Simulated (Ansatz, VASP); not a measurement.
Two plane-wave programs on InAs

```
CELL_PARAMETERS angstrom
0.00000 3.04978 3.04978
3.04978 0.00000 3.04978
3.04978 3.04978 0.00000
ATOMIC_POSITIONS crystal
In 0.00000 0.00000 0.00000
As 0.75000 0.75000 0.75000
```

Alike in both runs: task single point; functional PBEsol; k mesh 10 × 10 × 10; occupations gaussian, width 0.05 eV; no spin polarisation.

|  | VASP | Ansatz |
| --- | --- | --- |
| version | VASP 6.6.1 | Ansatz 0.2.0 |
| potentials or method | VASP PAW PBE potentials, release 64 (In_d, As), cutoff 520 eV | scalar-relativistic, plane waves, PAW |
| valence electrons in the cell | 18 | 28 |

```csv
,VASP,Ansatz,Ansatz less VASP
gap on the k mesh at the Fermi level (eV),none,none,-
pressure (GPa),-0.3,-0.3,-0.08
```

VASP's potentials were made for PBE, not for PBEsol. A gap of «none» marks a metal or a gap that the smearing closes. With one functional, cell and mesh, what is left measures potentials, basis and numerics. VASP's potentials hold 18 valence electrons a cell and Ansatz's 28, so a difference there can come from the potentials and not from the codes.
